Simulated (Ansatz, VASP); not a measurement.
# BaZrO3: VASP beside Ansatz

```
CELL_PARAMETERS angstrom
4.28783 0.00000 0.00000
0.00000 4.28783 0.00000
0.00000 0.00000 4.28783
ATOMIC_POSITIONS crystal
Ba 0.00000 0.00000 0.00000
Zr 0.50000 0.50000 0.50000
O 0.50000 0.50000 0.00000
O 0.50000 0.00000 0.50000
O 0.00000 0.50000 0.50000
```

Alike in both runs: task single point; functional r2SCAN; k mesh 6 × 6 × 6; no spin polarisation.

|  | VASP | Ansatz |
| --- | --- | --- |
| version | VASP 6.6.1 | Ansatz 0.2.0 |
| potentials or method | VASP PAW PBE potentials, release 64 (Ba_sv, Zr_sv, O) | plane waves, PAW |
| plane-wave cutoff (eV) | 520 | 500 |
| occupations | gaussian, width 0.01 eV | fixed |
| valence electrons in the cell | 40 | 40 |

|  | VASP | Ansatz | Ansatz less VASP |
| --- | --- | --- | --- |
| gap on the k mesh at the Fermi level (eV) | 3.53 | 3.57 | +0.045 |
| pressure (GPa) | -7.6 | -8.4 | -0.80 |

VASP's potentials were made for PBE, not for r2SCAN.

Spin-orbit coupling is off throughout.
